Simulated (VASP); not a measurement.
Write the native input for VASP 6.6.1 that does the following.

* Task: single point
* Functional: PBE
* Potentials or basis: VASP PAW PBE potentials, release 64 (Pt, Se)
* Cutoff: 520 eV
* k mesh: 12 × 12 × 10
* Occupations: gaussian, width 0.15 eV
* Spin: no spin polarisation
* Dipole correction: no
* Further INCAR settings: ALGO = Normal; EDIFF = 1e-06; NBANDS = 18

The structure of PtSe2 lies in POSCAR:

```
PtSe2
1.0
    3.7240006046      0.0000000000      0.0000000000
   -1.8620003023      3.2250791273      0.0000000000
    0.0000000000      0.0000000000      5.2138600000
Pt Se
1 2
Direct
    0.0000000000      0.0000000000      0.0000000000
    0.3333333333      0.6666666667      0.2500000000
    0.6666666667      0.3333333333      0.7500000000
```

This cell differs from its parent crystal: strain +0.000 along x and y, +0.030 along z.

One way to write it, as run:

INCAR

```
PREC     = Accurate       # precision mode
ENCUT    = 520            # plane-wave cutoff, eV
EDIFF    = 1E-6           # SCF threshold, eV
ISMEAR   = 0              # smearing method
SIGMA    = 0.15           # smearing width, eV
LREAL    = False          # projectors in reciprocal space
LASPH    = True           # aspherical terms in the spheres
NELM     = 100            # most SCF steps
ALGO     = Normal         # electronic algorithm
ISIF     = 2              # what is computed and relaxed
LWAVE    = False          # write WAVECAR
LCHARG   = True           # write CHGCAR
GGA      = PE             # functional
LELF     = True           # ELF
LVHAR    = True         
NBANDS   = 18             # bands
```

KPOINTS

```
regular mesh
0
Gamma
  12 12 10
```

Potentials or basis: VASP PAW PBE potentials, release 64 (Pt, Se).

Launch:

```bash
$ cat potpaw_PBE.64/Pt/POTCAR potpaw_PBE.64/Se/POTCAR > POTCAR
$ mpirun -np 1 vasp_std > vasp.out
```

Results of the run:

```yaml
Pressure: 4.1 GPa
Largest_force: 0.152 eV/Å
Band_gap_on_the_k_mesh: zero (band 11 reaches 6.45 eV, above the bottom of band 12 at 6.15 eV)
```

Caveat: the cell differs from its parent crystal (strain +0.000 along x and y, +0.030 along z); spin-orbit coupling is left out, which moves the levels of the heavy elements.

Run time: 58 s on 1 thread of Intel(R) Xeon(R) 6975P-C (Granite Rapids) (shared host), peak memory 0.31 GiB.
